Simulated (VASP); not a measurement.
Write the native input for VASP 6.6.1 that does the following.

* Task: single point
* Functional: PBE
* Dispersion: D3(BJ)
* Potentials or basis: VASP PAW PBE potentials, release 64 (Ba_sv, Zr_sv, O)
* Cutoff: 520 eV
* k mesh: 6 × 6 × 6
* Occupations: methfessel-paxton, width 0.1 eV
* Spin: no spin polarisation
* Dipole correction: no
* Further INCAR settings: ALGO = Normal; EDIFF = 1e-06; NBANDS = 28

The structure of BaZrO3 lies in POSCAR:

```
BaZrO3
1.0
    4.1913400000      0.0000000000      0.0000000000
    0.0000000000      4.1913400000      0.0000000000
    0.0000000000      0.0000000000      4.1913400000
Ba Zr O
1 1 3
Direct
    0.0000000000      0.0000000000      0.0000000000
    0.5000000000      0.5000000000      0.5000000000
    0.0000000000      0.5000000000      0.5000000000
    0.5000000000      0.0000000000      0.5000000000
    0.5000000000      0.5000000000      0.0000000000
```

These files were run (other wordings do the same):

INCAR

```
PREC     = Accurate       # precision mode
ENCUT    = 520            # plane-wave cutoff, eV
EDIFF    = 1E-6           # SCF threshold, eV
ISMEAR   = 1              # smearing method
SIGMA    = 0.1            # smearing width, eV
LREAL    = False          # projectors in reciprocal space
LASPH    = True           # aspherical terms in the spheres
NELM     = 100            # most SCF steps
ALGO     = Normal         # electronic algorithm
ISIF     = 2              # what is computed and relaxed
LWAVE    = False          # write WAVECAR
LCHARG   = False          # write CHGCAR
GGA      = PE             # functional
IVDW     = 12             # dispersion correction
NBANDS   = 28             # bands
```

KPOINTS

```
regular mesh
0
Gamma
  6 6 6
```

Potentials or basis: VASP PAW PBE potentials, release 64 (Ba_sv, Zr_sv, O).

Launch:

```console
$ cat potpaw_PBE.64/Ba_sv/POTCAR potpaw_PBE.64/Zr_sv/POTCAR potpaw_PBE.64/O/POTCAR > POTCAR
$ mpirun -np 1 vasp_std > vasp.out
```

It gave:

The pressure is 2.4 GPa. The band gap on the k mesh is 3.19 eV, indirect (least direct gap 3.41 eV) and the dispersion energy per atom is -0.246 eV.

Caveat: three body term missing; spin-orbit coupling is left out, which moves the levels of the heavy elements.

Wall time 48 s on 1 thread of Intel Xeon 8259CL, with other jobs on the host, peak memory 0.21 GiB.
